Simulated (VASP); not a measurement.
Input of a VASP 6.6.1 run:

Contents of INCAR:

```
SYSTEM = Sb
ALGO = Normal ; DIPOL = 0.5 0.5 0.368
EDIFF = 1E-6 ; ENCUT = 520
GGA = PE ; IDIPOL = 3
ISIF = 2 ; ISMEAR = 0
IVDW = 12 ; LASPH = .True.
LCHARG = .False. ; LDIPOL = .True.
LREAL = .False. ; LWAVE = .False.
NBANDS = 18 ; NELM = 60
PREC = Accurate ; SIGMA = 0.05
```

KPOINTS

```
k-points
0
Gamma
  9 9 1
  0 0 0
```

POSCAR

```
Sb
1.0
    4.0686848921      0.0000000000      0.0000000000
   -2.0343424461      3.5235844766      0.0000000000
    0.0000000000      0.0000000000     20.8000277116
Sb
4
Direct
    0.3333333333      0.6666666667      0.2956998857
    0.6666666667      0.3333333333      0.2163458656
    0.6666666667      0.7777777778      0.5199077799
    0.3333333333      1.1111111111      0.4405544136
```

Potentials or basis: VASP PAW PBE potentials, release 64 (Sb).

Run with:

```console
$ cat potpaw_PBE.64/Sb/POTCAR > POTCAR
$ mpirun -np 1 vasp_std > vasp.out
```

Q: Predict the band gap on the k mesh.

A: 0.30 eV, indirect (least direct gap 0.94 eV).

Q: What does it give for the largest force?

A: 0.125 eV/Å.

Forces on the atoms (eV/Å):
```
Sb   0.027 -0.085  0.087
Sb   0.036 -0.025 -0.079
Sb  -0.003  0.044  0.079
Sb  -0.060  0.066 -0.087
```

Caveat: spin-orbit coupling is left out, which moves the levels of the heavy elements.
